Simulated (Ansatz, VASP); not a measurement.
## C in VASP and in Ansatz

File POSCAR:

```
C
1.0
    2.5031953718      0.0000000000      0.0000000000
   -1.2515976859      2.1678307826      0.0000000000
    0.0000000000      0.0000000000      4.1271805992
C
4
Direct
    0.3333333333      0.6666666667      0.0002398775
    0.6666666667      0.3333333333      0.5002398775
    0.3333333333      0.6666666667      0.3747601225
    0.6666666667      0.3333333333      0.8747601225
```

INCAR.step1

```
SYSTEM = C
PREC = Accurate
ENCUT = 520
EDIFF = 1E-5
ISMEAR = 0
SIGMA = 0.01
LREAL = .FALSE.
LASPH = .TRUE.
NELM = 80
ALGO = Normal
ISIF = 2
LWAVE = .TRUE.
GGA = PE
NBANDS = 16
```

INCAR.step2

```
SYSTEM = C
PREC = Accurate
ENCUT = 520
EDIFF = 1E-7
ISMEAR = 0
SIGMA = 0.01
LREAL = .FALSE.
LASPH = .TRUE.
NELM = 80
ALGO = Normal
ISIF = 2
LWAVE = .FALSE.
LCHARG = .TRUE.
GGA = PE
LHFCALC = .TRUE.
HFSCREEN = 0.2079
PRECFOCK = Normal
LELF = .TRUE.
LVHAR = .TRUE.
ISTART = 1
NBANDS = 16
```

File KPOINTS:

```
Automatic mesh
0
G
  9 9 4
  0 0 0
```

Input for Ansatz:

```yaml
crystal:
  lattice:
    - [2.5031953718, 0.0, 0.0]
    - [-1.2515976859, 2.1678307826, 0.0]
    - [0.0, 0.0, 4.1271805992]
  atoms:
    - { symbol: C, position: [0.3333333333, 0.6666666667, 0.0002398775] }
    - { symbol: C, position: [0.6666666667, 0.3333333333, 0.5002398775] }
    - { symbol: C, position: [0.3333333333, 0.6666666667, 0.3747601225] }
    - { symbol: C, position: [0.6666666667, 0.3333333333, 0.8747601225] }
kpoints:
  mp_grid: { grid: [9, 9, 4] }
  band_path:
    path:
      - [0.0, 0.0, 0.0]
      - [0.5, 0.0, 0.0]
      - [0.3333333333, 0.3333333333, 0.0]
      - [0.0, 0.0, 0.5]
      - [0.5, 0.0, 0.5]
      - [0.3333333333, 0.3333333333, 0.5]
    npoints: 1
hamiltonian:
  xc: hse06
scf:
  occupations: { method: fixed }
  n_extra_bands: 5
output:
  forces: true
  stress: true
  eigenvalues: true
```

Change from the starting cell: uniaxial_z strain -1.0%.

Alike in both runs: task single point; functional HSE06; k mesh 9 × 9 × 4; no spin polarisation.

|  | VASP | Ansatz |
| --- | --- | --- |
| version | VASP 6.6.1 | Ansatz 0.2.0 |
| potentials or method | VASP PAW PBE potentials, release 64 (C) | plane waves, PAW |
| plane-wave cutoff (eV) | 520 | 420 |
| occupations | gaussian, width 0.01 eV | fixed |
| valence electrons in the cell | 16 | 16 |

```tsv
	VASP	Ansatz	Ansatz less VASP
gap on the k mesh at the Fermi level (eV)	4.33	4.35	+0.013
pressure (GPa)	-0.1	-1.0	-0.92
traceless stress, the component that is largest in VASP (GPa)	8.56	8.59	+0.031
rms of the force components (eV/Å)	0.011	0.013	+0.0011
```

Atom by atom the forces differ by 0.001 eV/Å (rms over components). Ansatz's warnings: stress exchange threshold loose, stress scf threshold loose.
